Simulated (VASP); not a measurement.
The system is C.

```
C
1.0
     0.00000    1.72672    1.72672
     1.72672    0.00000    1.72672
     1.72672    1.72672    0.00000
C
2
Direct
  0.00000 0.00000 0.00000
  0.25000 0.25000 0.25000
```

This cell differs from its parent crystal: strain -3.0%.

Base run:

```yaml
Program: VASP 6.6.1
Functional: r2SCAN
Potentials_or_basis: VASP PAW PBE potentials, release 64 (C)
Cutoff: 520 eV
k_mesh: 12 × 12 × 12
Occupations: gaussian, width 0.01 eV
Spin: no spin polarisation
```

Its results: band gap on the k mesh 4.58 eV, indirect (least direct gap 6.10 eV); pressure 50.2 GPa.

Problem. The run is repeated on the same cell with these changes: functional from r2SCAN to PBE; k mesh from 12 × 12 × 12 to 6 × 6 × 6. What comes out?

Solution. Band gap on the k mesh 4.38 eV, indirect (least direct gap 5.86 eV); pressure 53.8 GPa.

Several settings changed at once, so the effect can't be laid on one alone.

Caveats: some runs use coarse meshes; the PAW data sets were made with another functional, which shifts forces and pressure a little (some runs).

A k mesh can miss the band edges.
